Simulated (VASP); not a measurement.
Write the native input for VASP 6.6.1 that does the following.

```
Task                   : single point
Functional             : LDA
Potentials or basis    : VASP PAW LDA potentials, release 64 (Ag)
Cutoff                 : 500 eV
k mesh                 : 6 × 6 × 6
Occupations            : fermi-dirac, width 0.0816 eV
Spin                   : no spin polarisation
Dipole correction      : no
Further INCAR settings : ALGO = Normal; EDIFF = 1e-06; NBANDS = 54
```

The structure of Ag lies in POSCAR:

```
Ag
1.0
    0.0000000000      4.1468743097      4.1468743097
    4.1468743097      0.0000000000      4.1468743097
    4.1468743097      4.1468743097      0.0000000000
Ag
8
Direct
    0.0000000000      0.0000000000      0.0000000000
    0.0000000000      0.0000000000      0.5000000000
    0.0000000000      0.5000000000      0.0000000000
    0.0000000000      0.5000000000      0.5000000000
    0.5000000000      0.0000000000      0.0000000000
    0.5000000000      0.0000000000      0.5000000000
    0.5000000000      0.5000000000      0.0000000000
    0.5000000000      0.5000000000      0.5000000000
```

One way to write it, as run:

INCAR

```
SYSTEM = Ag
PREC = Accurate
ENCUT = 500
EDIFF = 1E-6
ISMEAR = -1
SIGMA = 0.0816
LREAL = .FALSE.
LASPH = .TRUE.
NELM = 120
ALGO = Normal
ISIF = 2
LWAVE = .FALSE.
LCHARG = .FALSE.
GGA = CA
NBANDS = 54
GGA_COMPAT = .FALSE.
```

KPOINTS

```
regular mesh
0
G
  6 6 6
  0 0 0
```

Potentials or basis: VASP PAW LDA potentials, release 64 (Ag).

Launch:

```console
$ cat potpaw_LDA.64/Ag/POTCAR > POTCAR
$ mpirun -np 1 vasp_std > vasp.out
```

Results of the run:

* Pressure: -10.6 GPa
* Band gap on the k mesh: zero (bands 44 and 45 overlap by 1.52 eV)

Caveat: the cell stands under tension.

Run time: 3 min on 1 thread of AMD EPYC 7R43 64-Core Processor (Zen 3), on a shared host, peak memory 0.24 GiB.
